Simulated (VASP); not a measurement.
# P in VASP: single point with PBE

Aim: the single point of P with PBE.

Everything below comes from runs of VASP 6.6.1. Logs are shortened: lines on timing, memory, paths and dates and some standing lists are left out, and cuts for length are marked.

## (1) The cell of the first run

The typed cell holds 4 atoms: a = 5.468 Å, b = 5.468 Å, c = 5.468 Å, α = 143.11°, β = 143.11°, γ = 53.16°.

This isn't the form of P at room conditions, which is orthorhombic.

## (2) Single point, PBE

POSCAR reads:

```
P
1.0
   -1.7299488136      1.7299488136      4.8898142207
    1.7299488136     -1.7299488136      4.8898142207
    1.7299488136      1.7299488136     -4.8898142207
P
4
Direct
    0.3750000000      0.8750940330      0.0000940330
    0.6250940330      0.1250000000      0.0000940330
    0.1249059670      0.6250000000      0.9999059670
    0.8750000000      0.3749059670      0.9999059670
```

INCAR.step1 reads:

```
ALGO = Fast ; EDIFF = 1E-6
ENCUT = 520 ; GGA = PE
ISIF = 2 ; ISMEAR = 0
LASPH = T ; LCHARG = T
LREAL = F ; LWAVE = F
NBANDS = 18 ; NELM = 100
PREC = Accurate ; SIGMA = 0.1
```

KPOINTS.step1 reads:

```
k-points
0
Gamma
  18 18 18
```

INCAR.step2 reads:

```
ALGO = Fast ; EDIFF = 1E-6
ENCUT = 520 ; GGA = PE
ICHARG = 11 ; ISIF = 2
ISMEAR = -5 ; LASPH = T
LCHARG = F ; LORBIT = 11
LREAL = F ; LWAVE = F
NBANDS = 18 ; NEDOS = 2001
NELM = 100 ; PREC = Accurate
SIGMA = 0.1
```

KPOINTS.step2 reads:

```
k-points
0
Gamma
  27 27 27
```

Potentials or basis: VASP PAW PBE potentials, release 64 (P).

On the command line:

```sh
> cat potpaw_PBE.64/P/POTCAR > POTCAR
> cp INCAR.step1 INCAR
> cp KPOINTS.step1 KPOINTS
> mpirun -np 1 vasp_std > vasp.out
> cp INCAR.step2 INCAR
> cp KPOINTS.step2 KPOINTS
> mpirun -np 1 vasp_std > vasp.out
```

OUTCAR:

```text
EDIFF = 1E-6
   ENCUT = 520
   GGA = PE
   ICHARG = 11
   ISIF = 2
   ISMEAR = -5
   LASPH = T
   LORBIT = 11
   LREAL = F
   NELM = 100
   PREC = Accurate

 ion  position               nearest neighbor table
   1  0.375  0.875  0.000-   2 2.44   3 2.44   4 2.45   4 2.45   4 2.45   4 2.45
   2  0.625  0.125  0.000-   1 2.44   4 2.44   3 2.45   3 2.45   3 2.45   3 2.45
   3  0.125  0.625  1.000-   1 2.44   4 2.44   2 2.45   2 2.45   2 2.45   2 2.45
   4  0.875  0.375  1.000-   2 2.44   3 2.44   1 2.45   1 2.45   1 2.45   1 2.45

  LATTYP: Found a body centered tetragonal cell.
 ALAT       =     3.4598976272
 C/A-ratio  =     2.8265658396

  Lattice vectors:

 A1 = (  -1.7299488136,   1.7299488136,   4.8898142207)
 A2 = (   1.7299488136,  -1.7299488136,   4.8898142207)
 A3 = (   1.7299488136,   1.7299488136,  -4.8898142207)

Analysis of symmetry for initial positions (statically):
=====================================================================
 Subroutine PRICEL returns:
 Original cell was already a primitive cell.

 Routine SETGRP: Setting up the symmetry group for a
 body centered tetragonal supercell.

 Subroutine GETGRP returns: Found  8 space group operations
 (whereof  4 operations were pure point group operations)
 out of a pool of 16 trial point group operations.

The static configuration has the point symmetry D_2 .
 The point group associated with its full space group is D_4 .

Analysis of symmetry for dynamics (positions and initial velocities):
=====================================================================
 Subroutine PRICEL returns:
 Original cell was already a primitive cell.

 Routine SETGRP: Setting up the symmetry group for a
 body centered tetragonal supercell.

 Subroutine GETGRP returns: Found  8 space group operations
 (whereof  4 operations were pure point group operations)
 out of a pool of 16 trial point group operations.

The dynamic configuration has the point symmetry D_2 .
 The point group associated with its full space group is D_4 .

 Subroutine INISYM returns: Found  8 space group operations
 (whereof  4 operations are pure point group operations),
 and found     1 'primitive' translations

----------------------------------------------------------------------------------------

                                     Primitive cell

  volume of cell :      58.5354

  direct lattice vectors                    reciprocal lattice vectors
    -1.729948814  1.729948814  4.889814221     0.000000000  0.289025893  0.102253374
     1.729948814 -1.729948814  4.889814221     0.289025893  0.000000000  0.102253374
     1.729948814  1.729948814 -4.889814221     0.289025893  0.289025893  0.000000000

  length of vectors
     5.467698685  5.467698685  5.467698685     0.306580689  0.306580689  0.408744337

  position of ions in fractional coordinates (direct lattice)
     0.375000000  0.875094033  0.000094033
     0.625094033  0.125000000  0.000094033
     0.124905967  0.625000000  0.999905967
     0.875000000  0.374905967  0.999905967

  ion indices of the primitive-cell ions
   primitive index   ion index
                 1           1
                 2           2
                 3           3
                 4           4

----------------------------------------------------------------------------------------

 KPOINTS: k-points

Automatic generation of k-mesh.
 Grid dimensions read from file:
 generate k-points for:   27   27   27

 Generating k-lattice:

  Cartesian coordinates                     Fractional coordinates (reciprocal lattice)
     0.000000000  0.010704663  0.003787162     0.037037037  0.000000000  0.000000000
     0.010704663  0.000000000  0.003787162     0.000000000  0.037037037  0.000000000
     0.010704663  0.010704663  0.000000000     0.000000000  0.000000000  0.037037037

  Length of vectors
     0.011354840  0.011354840  0.015138679

  Shift w.r.t. Gamma in fractional coordinates (k-lattice)
     0.000000000  0.000000000  0.000000000

 TETIRR: Found  24933 inequivalent tetrahedra from   118098

 Subroutine IBZKPT returns following result:
 ===========================================

 Found   1470 irreducible k-points:

 Following reciprocal coordinates:
            Coordinates               Weight
  0.000000  0.000000  0.000000      1.000000
  0.037037  0.000000  0.000000      8.000000
  0.074074  0.000000  0.000000      8.000000
  0.111111  0.000000 -0.000000      8.000000
  0.148148  0.000000  0.000000      8.000000
  0.185185  0.000000  0.000000      8.000000
[... 16 lines left out ...]
  0.333333  0.037037 -0.000000     16.000000
  0.370370  0.037037 -0.000000     16.000000
 [... further k-points ...]
   k-points           NKPTS =   1470   k-points in BZ     NKDIM =   1470   number of bands    NBANDS=     18
   number of dos      NEDOS =   2001   number of ions     NIONS =      4
   total plane-waves  NPLWV =  74088
   dimension x,y,z NGX =    42 NGY =   42 NGZ =   42
   dimension x,y,z NGXF=    84 NGYF=   84 NGZF=   84
   ions per type =               4
   NGX,Y,Z   is equivalent  to a cutoff of  12.77, 12.77, 12.77 a.u.
   NGXF,Y,Z  is equivalent  to a cutoff of  25.54, 25.54, 25.54 a.u.
 SYSTEM =  unknown system
   PREC   = accura    normal or accurate (medium, high low for compatibility)
   ISTART =      0    job   : 0-new  1-cont  2-samecut
   ICHARG =     11    charge: 1-file 2-atom 10-const
   ISPIN  =      1    spin polarized calculation?
   LNONCOLLINEAR =      F non collinear calculations
   LSORBIT =      F    spin-orbit coupling
   LASPH  =      T    aspherical Exc in radial PAW
   ENCUT  =  520.0 eV  38.22 Ry    6.18 a.u.  10.17 10.17 10.17*2*pi/ulx,y,z
   NELM   =    100;   NELMIN=  2; NELMDL=  0     # of ELM steps
   EDIFF  = 0.1E-05   stopping-criterion for ELM
   LREAL  =      F    real-space projection
   EDIFFG = 0.1E-04   stopping-criterion for IOM
   NSW    =      0    number of steps for IOM
   IBRION =     -1    ionic relax: 0-MD 1-quasi-New 2-CG
   NFREE  =      0    steps in history (QN), initial steepest desc. (CG)
   ISIF   =      2    stress and relaxation
   ISYM   =      2    0-nonsym 1-usesym 2-fastsym
   POTIM  = 0.5000    time-step for ionic-motion
   TEBEG  =    0.0;   TEEND  =   0.0 temperature during run
   PSTRESS=    0.0 pullay stress
   NELECT =      20.0000    total number of electrons
   NUPDOWN=      -1.0000    fix difference up-down
   EMIN   =  10.00;   EMAX   =-10.00  energy-range for DOS
   EFERMI =   0.00;   METHOD = LEGACY
   ISMEAR =    -5;   SIGMA  =   0.10  broadening in eV -4-tet -1-fermi 0-gaus
   EFERMI_NEDOS =   21; number of points for ismear=-14 and -15
   IALGO  =     68    algorithm
   IMIX   =      4    mixing-type and parameters
     AMIX     =   0.40;   BMIX     =  1.00
     AMIX_MAG =   1.60;   BMIX_MAG =  1.00
  volume/ion in A,a.u.               =      14.63        98.75
  Fermi-wavevector in a.u.,A,eV,Ry     =   1.144490  2.162772 17.821681  1.309857
  Thomas-Fermi vector in A             =   2.281181
   LORBIT       =     11    0 simple, 1 ext, 2 COOP (PROOUT), +10 PAW based schemes
   GGA     = PE    functional components
   LHFCALC =     F    Hartree Fock is set to
   AEXX    =    0.0000 exact exchange contribution
   IVDW    =     0    specifies the selected vdW correction
   LEPSILON=     F    determine dielectric tensor
   LRPA    =     F    only Hartree local field effects (RPA)
 non-spin polarized calculation
 RMM-DIIS sequential band-by-band and
 Fermi weights with tetrahedron method with Bloechl corrections
  energy-cutoff  :      520.00
  volume of cell :       58.54
 maximum number of plane-waves:      1599
 NGX is ok and might be reduce to    42

 number of electron      19.9999999 magnetization

 Free energy of the ion-electron system (eV)
  ---------------------------------------------------
  ext. energy  EPLUGINS =         0.00000000
  ---------------------------------------------------
  free energy    TOTEN  =       -21.08909829 eV

  energy without entropy =      -21.08909829  energy(sigma->0) =      -21.08909829

 E-fermi :   9.5959     XC(G=0): -11.2561

 val. band max:        9.7200465058   @ k =  -0.1481  -0.4815   0.1481
 cond. band min:       9.4684946980   @ k =  -0.4074  -0.4074   0.1852
 fundamental gap:     -0.2515518078
 Fermi energy:         9.5958549876

 k-point     1 :       0.0000    0.0000    0.0000
  band No.  band energies     occupation
      1      -6.8767      2.00000
      2      -2.5730      2.00000
      3       0.9510      2.00000
      4       3.4842      2.00000
      5       3.4842      2.00000
      6       5.4872      2.00000
[... 10 lines left out ...]
     17      16.3838      0.00000
     18      16.4703      0.00000

 k-point     2 :       0.0370    0.0000    0.0000
  band No.  band energies     occupation
      1      -6.8592      2.00000
      2      -2.5685      2.00000
      3       0.9800      2.00000
      4       3.2439      2.00000
      5       3.4509      2.00000
      6       5.4224      2.00000
[... 10 lines left out ...]
     17      16.6069      0.00000
     18      17.0355      0.00000

 k-point     3 :       0.0741    0.0000    0.0000
  band No.  band energies     occupation
      1      -6.8065      2.00000
      2      -2.5544      2.00000
      3       1.0663      2.00000
      4       2.7991      2.00000
      5       3.2078      2.00000
      6       5.3903      2.00000
[... 10 lines left out ...]
     17      16.4411      0.00000
     18      17.1253      0.00000

 k-point     4 :       0.1111    0.0000   -0.0000
  band No.  band energies     occupation
      1      -6.7188      2.00000
      2      -2.5293      2.00000
      3       1.2084      2.00000
      4       2.2481      2.00000
      5       2.8555      2.00000
      6       5.3910      2.00000
[... 10 lines left out ...]
     17      15.7518      0.00000
     18      16.9682      0.00000

 k-point     5 :       0.1481    0.0000    0.0000
  band No.  band energies     occupation
      1      -6.5963      2.00000
      2      -2.4911      2.00000
      3       1.4038      2.00000
      4       1.6480      2.00000
      5       2.4531      2.00000
      6       5.4246      2.00000
[... 10 lines left out ...]
     17      15.0658      0.00000
     18      16.5938      0.00000

 k-point     6 :       0.1852    0.0000    0.0000
  band No.  band energies     occupation
      1      -6.4388      2.00000
      2      -2.4374      2.00000
      3       1.0277      2.00000
      4       1.6496      2.00000
      5       2.0307      2.00000
      6       5.4914      2.00000
[... 307 lines left out ...]
 k-point    21 :       0.2593    0.0370   -0.0000
  band No.  band energies     occupation
      1      -5.9760      2.00000
      2      -2.3757      2.00000
      3      -0.2852      2.00000
      4       1.3118      2.00000
      5       2.4646      2.00000
      6       5.3620      2.00000
[... 10 lines left out ...]
     17      15.3897      0.00000
     18      16.0634      0.00000

 k-point    22 :       0.2963    0.0370    0.0000
  band No.  band energies     occupation
      1      -5.7117      2.00000
      2      -2.2677      2.00000
      3      -0.8823      2.00000
      4       0.9106      2.00000
      5       2.8551      2.00000
      6       5.5255      2.00000
[... 10 lines left out ...]
     17      15.6415      0.00000
     18      17.0589      0.00000

 k-point    23 :       0.3333    0.0370   -0.0000
  band No.  band energies     occupation
      1      -5.4138      2.00000
      2      -2.1343      2.00000
      3      -1.4622      2.00000
      4       0.5256      2.00000
      5       3.2815      2.00000
      6       5.7237      2.00000
[... 10 lines left out ...]
     17      16.4341      0.00000
     18      17.0272      0.00000

 k-point    24 :       0.3704    0.0370   -0.0000
  band No.  band energies     occupation
      1      -5.0825      2.00000
      2      -2.0209      2.00000
      3      -1.9744      2.00000
      4       0.1603      2.00000
      5       3.7407      2.00000
      6       5.9560      2.00000
[... 10 lines left out ...]
     17      17.0666      0.00000
     18      17.3172      0.00000

 [... further k-points ...]

------------------------ aborting loop because EDIFF is reached ----------------------------------------

  FORCE on cell =-STRESS in cart. coord.  units (eV):
  Direction    XX          YY          ZZ          XY          YZ          ZX
  --------------------------------------------------------------------------------------
  -------------------------------------------------------------------------------------
  Total       -0.1115471     -0.1115471     -0.0272820     -0.0000000      0.0000000      0.0000000
  in kB       -3.0531637     -3.0531637     -0.7467387     -0.0000000      0.0000000      0.0000000
  external PRESSURE =      -2.2843554 kB  Pullay stress =       0.0000000 kB

 VOLUME and BASIS-vectors are now :
 -----------------------------------------------------------------------------
  energy-cutoff  :      520.00
  volume of cell :       58.54
      direct lattice vectors                 reciprocal lattice vectors
    -1.729948814  1.729948814  4.889814221     0.000000000  0.289025893  0.102253374
     1.729948814 -1.729948814  4.889814221     0.289025893  0.000000000  0.102253374
     1.729948814  1.729948814 -4.889814221     0.289025893  0.289025893  0.000000000

 POSITION                                       TOTAL-FORCE (eV/Angst)
 -----------------------------------------------------------------------------------
      0.86530     -0.86497      6.11227         0.000405      0.000000      0.000000
     -0.86497      0.86530      3.66736        -0.000000      0.000405      0.000000
      2.59492      0.86465     -1.22245         0.000000     -0.000405      0.000000
      0.86465      2.59492      1.22245        -0.000405      0.000000      0.000000
 -----------------------------------------------------------------------------------
    total drift:                                0.000000     -0.000000      0.000000

  FREE ENERGIE OF THE ION-ELECTRON SYSTEM (eV)
  ---------------------------------------------------
  free  energy   TOTEN  =       -21.0890982867 eV

  energy  without entropy=      -21.0890982867  energy(sigma->0) =      -21.08909829

 total charge

# of ion       s       p       d       tot
------------------------------------------
    1        1.073   1.324   0.000   2.396
    2        1.073   1.324   0.000   2.396
    3        1.073   1.324   0.000   2.396
    4        1.073   1.324   0.000   2.396
--------------------------------------------------
tot          4.291   5.295   0.000   9.585
```

Wall time 39 min (1 thread of Oxide Virtual Turin-like, shared host); peak memory 1.1 GiB.

Results:

| Quantity | Value |
| --- | --- |
| Valence electrons inside the program's atomic spheres | P 2.40 |

Levels at points of the mesh, in eV from the Fermi level:
```
           k point  band 7  band 8  band 9  band 10  band 11  band 12  band 13  band 14
(0.00, 0.00, 0.00)   -4.11   -4.11   -4.11     2.34     2.34     4.43     4.43     4.96
```
